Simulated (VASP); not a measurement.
Wanted: the native input for a VASP 6.6.1 run.

```
Task                   : single point
Functional             : PBEsol
Potentials or basis    : VASP PAW PBE potentials, release 64 (Ag)
Cutoff                 : 520 eV
k mesh                 : 6 × 6 × 6
Occupations            : methfessel-paxton, width 0.1 eV
Spin                   : no spin polarisation
Dipole correction      : no
Further INCAR settings : ALGO = Normal; EDIFF = 1e-07; NBANDS = 30
```

The structure of Ag lies in POSCAR:

```
Ag
1.0
    4.0559369424      0.0000000000      0.0000000000
    0.0000000000      4.0559369424      0.0000000000
    0.0000000000      0.0000000000      4.0559369424
Ag
4
Direct
    0.0000000000      0.0000000000      0.0000000000
    0.0000000000      0.5000000000      0.5000000000
    0.5000000000      0.0000000000      0.5000000000
    0.5000000000      0.5000000000      0.0000000000
```

The input as run:

INCAR

```
ALGO     = Normal         # electronic algorithm
EDIFF    = 1E-7           # SCF threshold, eV
ENCUT    = 520            # plane-wave cutoff, eV
GGA      = PS             # functional
ISIF     = 2              # what is computed and relaxed
ISMEAR   = 1              # smearing method
LASPH    = True           # aspherical terms in the spheres
LCHARG   = False          # write CHGCAR
LREAL    = False          # projectors in reciprocal space
LWAVE    = False          # write WAVECAR
NBANDS   = 30             # bands
NELM     = 100            # most SCF steps
PREC     = Accurate       # precision mode
SIGMA    = 0.1            # smearing width, eV
```

KPOINTS

```
k-points
0
Gamma
  6 6 6
```

Potentials or basis: VASP PAW PBE potentials, release 64 (Ag).

The run is started by

```console
$ cat potpaw_PBE.64/Ag/POTCAR > POTCAR
$ mpirun -np 1 vasp_std > vasp.out
```

It gave:

| Quantity | Value |
| --- | --- |
| Pressure | -0.2 GPa |
| Band gap on the k mesh | zero (band 22 reaches 10.06 eV, above the bottom of band 23 at 8.01 eV) |

Caveat: the PAW data sets were made with another functional, which shifts forces and pressure a little.

Wall time 27 s on 1 thread of Intel Xeon 6975P-C, on a shared host, peak memory 0.17 GiB.
